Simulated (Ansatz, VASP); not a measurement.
# CdS in VASP and in Ansatz

```
Cd S
1.0
     4.26117    0.00000    0.00000
    -2.13058    3.69028    0.00000
     0.00000    0.00000    5.80417
Cd S
1 1
Direct
  0.00000 0.00000 0.44269
  0.66667 0.33333 0.43431
```

Alike in both runs: task single point; functional r2SCAN; k mesh 6 × 6 × 4; no spin polarisation.

```csv
,VASP,Ansatz
version,VASP 6.6.1,Ansatz 0.2.0
potentials or method,"VASP PAW PBE potentials, release 64 (Cd, S), cutoff 520 eV","plane waves, PAW"
occupations,"gaussian, width 0.01 eV",fixed
valence electrons in the cell,18,26
```

```tsv
	VASP	Ansatz	Ansatz less VASP
pressure (GPa)	-0.7	-0.8	-0.16
traceless stress, the component that is largest in VASP (GPa)	0.59	0.76	+0.172
```

VASP's potentials were made for PBE, not for r2SCAN. VASP's potentials hold 18 valence electrons a cell and Ansatz's 26, so a difference there can come from the potentials and not from the codes.
